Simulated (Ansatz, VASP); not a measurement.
## Two plane-wave programs on Sn

```
Sn
1.0
    -2.94014    2.94014    1.59930
     2.94014   -2.94014    1.59930
     2.94014    2.94014   -1.59930
Sn
2
Direct
  0.75000 0.25000 0.50000
  0.00000 0.00000 0.00000
```

Alike in both runs: task relaxation of cell and atoms; functional PBE; k mesh 14 × 14 × 14; occupations gaussian, width 0.1 eV; no spin polarisation.

|  | VASP | Ansatz |
| --- | --- | --- |
| version | VASP 6.6.1 | Ansatz 0.2.0 |
| potentials or method | VASP PAW PBE potentials, release 64 (Sn_d), cutoff 600 eV | scalar-relativistic, plane waves, PAW |
| valence electrons in the cell | 28 | 28 |

Ansatz gave:

| Property | Result |
| --- | --- |
| gap on the k mesh at the Fermi level, each at its own relaxed structure (eV) | none |
| relaxed volume (Å³/atom) | 28.41 |
| relaxed cell length with the largest relative difference (Å) | 4.493 |

Q: Estimate VASP's values.

A: gap on the k mesh at the Fermi level, each at its own relaxed structure (eV): none; relaxed volume (Å³/atom): 28.39; relaxed cell length with the largest relative difference (Å): 4.493.

A gap of «none» marks a metal or a gap that the smearing closes.
